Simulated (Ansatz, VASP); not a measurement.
One calculation of TiO2, two programs

File POSCAR:

```
TiO2
1.0
   -1.9456413795      1.9456413795      4.7913989082
    1.9456413795     -1.9456413795      4.7913989082
    1.9456413795      1.9456413795     -4.7913989082
Ti O
2 4
Direct
    0.0000000000      0.0000000000      0.0000000000
    0.7500000000      0.2500000000      0.5000000000
    0.2073045411      0.2073045411      0.0000000000
    0.9573045411      0.4573045411      0.5000000000
    0.5426954589      0.0426954589      0.5000000000
    0.7926954589      0.7926954589      0.0000000000
```

File INCAR.step1:

```
PREC = Accurate
ENCUT = 520
ISMEAR = 0
SIGMA = 0.05
LREAL = F
LASPH = T
NELM = 80
NBANDS = 33
GGA = PE
ALGO = Normal
EDIFF = 1E-4
LWAVE = T
LCHARG = F
```

File INCAR.step2:

```
PREC = Accurate
ENCUT = 520
EDIFF = 1E-7
ISMEAR = 0
SIGMA = 0.05
LREAL = F
LASPH = T
NELM = 80
ALGO = Normal
ISIF = 2
LWAVE = F
LCHARG = F
METAGGA = R2SCAN
LMIXTAU = T
NBANDS = 33
ISTART = 1
```

File KPOINTS:

```
Automatic mesh
0
Gamma
  8 8 8
```

Input for Ansatz:

```yaml
crystal:
  lattice:
    - [-1.9456413795, 1.9456413795, 4.7913989082]
    - [1.9456413795, -1.9456413795, 4.7913989082]
    - [1.9456413795, 1.9456413795, -4.7913989082]
  atoms:
    - { symbol: Ti, position: [0.0, 0.0, 0.0] }
    - { symbol: Ti, position: [0.75, 0.25, 0.5] }
    - { symbol: O, position: [0.2073045411, 0.2073045411, 0.0] }
    - { symbol: O, position: [0.9573045411, 0.4573045411, 0.5] }
    - { symbol: O, position: [0.5426954589, 0.0426954589, 0.5] }
    - { symbol: O, position: [0.7926954589, 0.7926954589, 0.0] }
basis:
  ecutwfc: 500
kpoints:
  mp_grid: { grid: [8, 8, 8] }
hamiltonian:
  xc: r2scan
scf:
  occupations: { method: gaussian, width: 0.05 }
output:
  forces: true
  stress: true
  eigenvalues: true
```

Change from the starting cell: strain +0.030 along x and y, +0.000 along z, atoms carried along.

Alike in both runs: task single point; functional r2SCAN; k mesh 8 × 8 × 8; occupations gaussian, width 0.05 eV; no spin polarisation.

|  | VASP | Ansatz |
| --- | --- | --- |
| version | VASP 6.6.1 | Ansatz 0.2.0 |
| potentials or method | VASP PAW PBE potentials, release 64 (Ti_sv, O), cutoff 520 eV | scalar-relativistic, plane waves, PAW |
| valence electrons in the cell | 48 | 48 |

```tsv
	VASP	Ansatz	Ansatz less VASP
gap on the k mesh at the Fermi level (eV)	2.41	2.39	-0.022
least direct gap on the mesh (eV)	2.69	2.66	-0.028
pressure (GPa)	-10.4	-11.4	-1.01
traceless stress, the component that is largest in VASP (GPa)	3.43	3.35	-0.072
rms of the force components (eV/Å)	0.004	0.021	+0.0168
```

VASP's potentials were made for PBE, not for r2SCAN. Atom by atom the forces differ by 0.017 eV/Å (rms over components).
